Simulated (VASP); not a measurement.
Wanted: the native input for a VASP 6.6.1 run.

```yaml
Task: single point
Functional: PBE
Potentials_or_basis: VASP PAW PBE potentials, release 64 (Li_sv, Nb_sv)
Cutoff: 520 eV
k_mesh: 6 × 6 × 6
Occupations: gaussian, width 0.1 eV
Spin: no spin polarisation
Dipole_correction: no
Further_INCAR_settings: ALGO = Normal; EDIFF = 1e-06; NBANDS = 16
```

The structure of Li2Nb lies in POSCAR:

```
Li2Nb
1.0
    4.7469420686     -0.0000000032      0.0000000000
   -2.3734710315      4.1109724233      0.0000000000
    0.0000000000      0.0000000000      2.5696532550
Li Nb
2 1
Direct
    0.3333333333      0.6666666667      0.5000000000
    0.6666666667      0.3333333333      0.5000000000
    0.0000000000      0.0000000000      0.0000000000
```

One way to write it, as run:

INCAR

```
PREC     = Accurate       # precision mode
ENCUT    = 520            # plane-wave cutoff, eV
EDIFF    = 1E-6           # SCF threshold, eV
ISMEAR   = 0              # smearing method
SIGMA    = 0.1            # smearing width, eV
LREAL    = False          # projectors in reciprocal space
LASPH    = True           # aspherical terms in the spheres
NELM     = 100            # most SCF steps
ALGO     = Normal         # electronic algorithm
ISIF     = 2              # what is computed and relaxed
LWAVE    = False          # write WAVECAR
LCHARG   = True           # write CHGCAR
GGA      = PE             # functional
LELF     = True           # ELF
LVHAR    = True         
NBANDS   = 16             # bands
```

KPOINTS

```
Automatic mesh
0
Gamma
  6 6 6
```

Potentials or basis: VASP PAW PBE potentials, release 64 (Li_sv, Nb_sv).

Run with:

```bash
$ cat potpaw_PBE.64/Li_sv/POTCAR potpaw_PBE.64/Nb_sv/POTCAR > POTCAR
$ mpirun -np 1 vasp_std > vasp.out
```

Wall time 15 s on 1 thread of Intel(R) Xeon(R) Platinum 8259CL CPU @ 2.50GHz (Skylake/Cascade Lake) (shared host), peak memory 0.17 GiB.
